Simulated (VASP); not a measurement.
AgAu, 2 atoms in the cell. Symmetry: R-3m, No. 166, trigonal system. The conventional cell has a = 2.314 Å, b = 2.314 Å, c = 11.264 Å, α = 90.00°, β = 90.00°, γ = 120.00°. Within 3.0 Å of Ag (site symmetry -3m) lie 6 Au at 2.30 Å and 6 Ag at 2.31 Å. Au (site symmetry -3m) has 6 Ag at 2.30 Å and 6 Au at 2.31 Å within 3.0 Å. 

* Program: VASP 6.6.1
* Task: single point
* Functional: LDA
* Potentials or basis: VASP PAW LDA potentials, release 64 (Ag, Au)
* Cutoff: 520 eV
* k mesh: 14 × 14 × 14
* Occupations: fermi-dirac, width 0.05 eV
* Spin: no spin polarisation
* Dipole correction: no
* Further INCAR settings: ALGO = Normal; EDIFF = 1e-06; NBANDS = 18

Potentials or basis: VASP PAW LDA potentials, release 64 (Ag, Au).

Launch:

```sh
$ cat potpaw_LDA.64/Ag/POTCAR potpaw_LDA.64/Au/POTCAR > POTCAR
$ mpirun -np 1 vasp_std > vasp.out
```

Hardware: 1 thread of Intel(R) Xeon(R) 6975P-C (Granite Rapids) (shared host).

Estimate the wall time of this run.

Wall time 2.4 min on 1 thread of Intel(R) Xeon(R) 6975P-C (Granite Rapids), on a shared host, peak memory 0.24 GiB. Counts: scf iterations 11, k points 288.
